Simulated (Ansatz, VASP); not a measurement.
## One calculation of FeO, two programs

```xyz
2
Lattice="-1.6021 1.6021 2.0834 1.6021 -1.6021 2.0834 1.6021 1.6021 -2.0834" Properties=species:S:1:pos:R:3 pbc="T T T"
Fe    0.0000    0.0000    0.0000
O     0.0000    0.0000    2.0834
```

Alike in both runs: task single point; functional PBEsol; k mesh 10 × 10 × 10; occupations fermi-dirac, width 0.05 eV; collinear spin; fixed moment 1.5 μB.

|  | VASP | Ansatz |
| --- | --- | --- |
| version | VASP 6.6.1 | Ansatz 0.2.0 |
| potentials or method | VASP PAW PBE potentials, release 64 (Fe, O) | Ansatz PAW |
| plane-wave cutoff (eV) | 520 | 420 |
| valence electrons in the cell | 14 | 22 |

Ansatz gave:

```
net moment per atom (μB)                                      : 0.75
size of the moment on the site where the two differ most (μB) : 1.40
```

What did VASP give for the same quantities?

net moment per atom (μB): 0.75; size of the moment on the site where the two differ most (μB): 1.50.

VASP's potentials were made for PBE, not for PBEsol. Site moments also hang on the region over which each program counts them. The functional is the same, so the differences come from potentials, cutoffs and numerics. VASP's potentials hold 14 valence electrons a cell and Ansatz's 22, so a difference there can come from the potentials and not from the codes.
